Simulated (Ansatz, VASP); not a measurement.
**Mg in VASP and in Ansatz**

```
Mg
1.0
     5.68643    0.00000    0.00000
     0.00000    5.68643    0.00000
     0.00000    0.00000    5.68643
Mg
8
Direct
  0.50000 0.50000 0.50000
  0.00000 0.00000 0.00000
  0.25000 0.00000 0.50000
  0.50000 0.25000 0.00000
  0.50000 0.75000 0.00000
  0.75000 0.00000 0.50000
  0.00000 0.50000 0.75000
  0.00000 0.50000 0.25000
```

Alike in both runs: functional PBEsol; k mesh 8 × 8 × 8; occupations gaussian, width 0.1 eV; no spin polarisation.

Ansatz relaxed the structure, and its values are those at the end. VASP's run is a single point on that final structure, the one shown.

|  | VASP | Ansatz |
| --- | --- | --- |
| version | VASP 6.6.1 | Ansatz 0.2.0 |
| potentials or method | VASP PAW PBE potentials, release 64 (Mg), cutoff 520 eV | scalar-relativistic, plane waves, PAW |
| valence electrons in the cell | 16 | 80 |

|  | VASP | Ansatz | Ansatz less VASP |
| --- | --- | --- | --- |
| gap on the k mesh at the Fermi level (eV) | none | none | - |
| pressure (GPa) | 0.0 | 0.0 | +0.04 |

VASP's potentials were made for PBE, not for PBEsol. A gap of «none» marks a metal or a gap that the smearing closes. VASP's potentials hold 16 valence electrons a cell and Ansatz's 80, so a difference there can come from the potentials and not from the codes.
